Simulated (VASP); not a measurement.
Here is a VASP 6.6.1 calculation.

Contents of POSCAR:

```
Ca
1.0
    3.9361168493      0.0000000000      0.0000000000
   -1.9680584247      3.4087771838      0.0000000000
    0.0000000000      0.0000000000     12.9120188417
Ca
4
Direct
    0.0000000000      1.0000000000      1.0000000000
    1.0000000000      1.0000000000      0.5000000000
    0.3333333333      0.6666666667      0.2500000000
    0.6666666667      0.3333333333      0.7500000000
```

INCAR.step1

```
SYSTEM = Ca
PREC     = Accurate       ! precision mode
ENCUT    = 520            ! plane-wave cutoff, eV
ISMEAR   = -1             ! smearing method
SIGMA    = 0.1            ! smearing width, eV
LREAL    = .False.        ! projectors in reciprocal space
LASPH    = .True.         ! aspherical terms in the spheres
NELM     = 80             ! most SCF steps
NBANDS   = 28             ! bands
GGA      = PE             ! functional
ALGO     = Normal         ! electronic algorithm
EDIFF    = 1E-4           ! SCF threshold, eV
LWAVE    = .True.         ! write WAVECAR
LCHARG   = .False.        ! write CHGCAR
```

Contents of INCAR.step2:

```
SYSTEM = Ca
PREC     = Accurate       ! precision mode
ENCUT    = 520            ! plane-wave cutoff, eV
EDIFF    = 1E-6           ! SCF threshold, eV
ISMEAR   = -1             ! smearing method
SIGMA    = 0.1            ! smearing width, eV
LREAL    = .False.        ! projectors in reciprocal space
LASPH    = .True.         ! aspherical terms in the spheres
NELM     = 80             ! most SCF steps
ALGO     = Normal         ! electronic algorithm
ISIF     = 2              ! what is computed and relaxed
LWAVE    = .False.        ! write WAVECAR
LCHARG   = .False.        ! write CHGCAR
METAGGA  = R2SCAN         ! meta-GGA
LMIXTAU  = .True.       
NBANDS   = 28             ! bands
ISTART   = 1
```

File KPOINTS:

```
Automatic mesh
0
Gamma
  9 9 3
  0 0 0
```

Potentials or basis: VASP PAW PBE potentials, release 64 (Ca_sv).

Run with:

```bash
$ cat potpaw_PBE.64/Ca_sv/POTCAR > POTCAR
$ cp INCAR.step1 INCAR
$ mpirun -np 1 vasp_std > vasp.out
$ cp INCAR.step2 INCAR
$ mpirun -np 1 vasp_std > vasp.out
```

(1) Predict the band gap on the k mesh.

(2) What does it give for the pressure?

Answers

(1) zero (bands 20 and 21 overlap by 0.58 eV).

(2) 0.1 GPa.

Caveat: the PAW data sets were made with another functional, which shifts forces and pressure a little.
